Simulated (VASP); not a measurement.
Input of a VASP 6.6.1 run:

File INCAR:

```
PREC     = Accurate       # precision mode
ENCUT    = 600            # plane-wave cutoff, eV
EDIFF    = 1E-7           # SCF threshold, eV
ISMEAR   = -1             # smearing method
SIGMA    = 0.15           # smearing width, eV
LREAL    = F              # projectors in reciprocal space
LASPH    = T              # aspherical terms in the spheres
NELM     = 60             # most SCF steps
ALGO     = Normal         # electronic algorithm
ISIF     = 3              # what is computed and relaxed
LWAVE    = F              # write WAVECAR
LCHARG   = F              # write CHGCAR
GGA      = PS             # functional
IBRION   = 2              # ionic algorithm
NSW      = 80             # ionic steps
EDIFFG   = -0.001         # ionic threshold
PSTRESS  = -10.0
```

Contents of KPOINTS:

```
Automatic mesh
0
Gamma
  12 12 12
```

The input POSCAR:

```
GaSb
1.0
    0.0000000000      3.0562701463      3.0562701463
    3.0562701463      0.0000000000      3.0562701463
    3.0562701463      3.0562701463      0.0000000000
Ga Sb
1 1
Direct
    0.0000000000      0.0000000000      0.0000000000
    0.7500000000      0.7500000000      0.7500000000
```

Potentials or basis: VASP PAW PBE potentials, release 64 (Ga_d, Sb).

Launch:

```sh
$ cat potpaw_PBE.64/Ga_d/POTCAR potpaw_PBE.64/Sb/POTCAR > POTCAR
$ mpirun -np 1 vasp_std > vasp.out
```

(1) What does it give for the space group after relaxing (to 0.05 Å)?

(2) Estimate the relaxed cell.

(3) Estimate the band gap on the k mesh.

(4) Estimate the relaxed volume.

Results:

(1) F-43m (No. 216).

(2) a = 4.354 Å, b = 4.354 Å, c = 4.354 Å, α = 60.00°, β = 60.00°, γ = 60.00°.

(3) zero (filled and empty bands touch).

(4) 29.18 Å³/atom.

Caveat: the cell is relaxed towards a set pressure, so the enthalpy falls and the energy may rise; the PAW data sets were made with another functional, which shifts forces and pressure a little; spin-orbit coupling is left out, which moves the levels of the heavy elements.
